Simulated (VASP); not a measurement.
Crystal: AlRu5.

```
Al Ru
1.0
     2.70000    0.00000    0.00000
    -1.35000    2.33827    0.00000
     0.00000    0.00000   12.45000
Al Ru
1 5
Direct
  0.00000 0.00000 0.00000
  0.33333 0.66667 0.16667
  0.00000 0.00000 0.33333
  0.33333 0.66667 0.50000
  0.33333 0.66667 0.83333
  0.00000 0.00000 0.66667
```

```yaml
Program: VASP 6.6.1
Task: relaxation of cell and atoms
Functional: PBE
Potentials_or_basis: VASP PAW PBE potentials, release 64 (Al, Ru_pv)
Cutoff: 600 eV
k_mesh: 7 × 7 × 2
Occupations: gaussian, width 0.2 eV
Spin: no spin polarisation
```

At the start: pressure 17.3 GPa; volume 13.10 Å³/atom.

Where does the relaxation end?

Over 7 steps the energy falls by 39.2 meV/atom and the volume is 13.84 Å³/atom (+5.6 %); space group P-6m2 (No. 187, to 0.1 Å) before and after.

Step by step:
| step | energy change (eV) | largest force (eV/Å) | pressure (GPa) | volume (Å³) |
| --- | --- | --- | --- | --- |
| 1 | 0.0000 | 0.3913 | 17.34 | 78.60 |
| 2 | 1.0353 | 0.4526 | -27.51 | 95.86 |
| 3 | -0.2321 | 0.0832 | -0.90 | 83.35 |
| 4 | -0.2329 | 0.0842 | -0.11 | 83.11 |
| 5 | -0.2328 | 0.0844 | 0.19 | 83.02 |
| 6 | -0.2348 | 0.0830 | 0.22 | 83.04 |
| 7 | -0.2349 | 0.0769 | 0.20 | 83.03 |

Final structure:
```
CELL_PARAMETERS angstrom
2.75560 0.00000 0.00000
-1.37780 2.38642 0.00000
0.00000 0.00000 12.62692
ATOMIC_POSITIONS crystal
Al 0.00000 0.00000 0.00000
Ru 0.33333 0.66667 0.16608
Ru 0.00000 0.00000 0.33299
Ru 0.33333 0.66667 0.50000
Ru 0.33333 0.66667 0.83392
Ru 0.00000 0.00000 0.66701
```

Caveat: the k points lie up to 0.38 Å⁻¹ apart in the final cell, too coarse for converged energies and pressures of a metal; the relaxation stopped at a loose force limit of 0.08 eV/Å, so its end isn't a converged minimum.
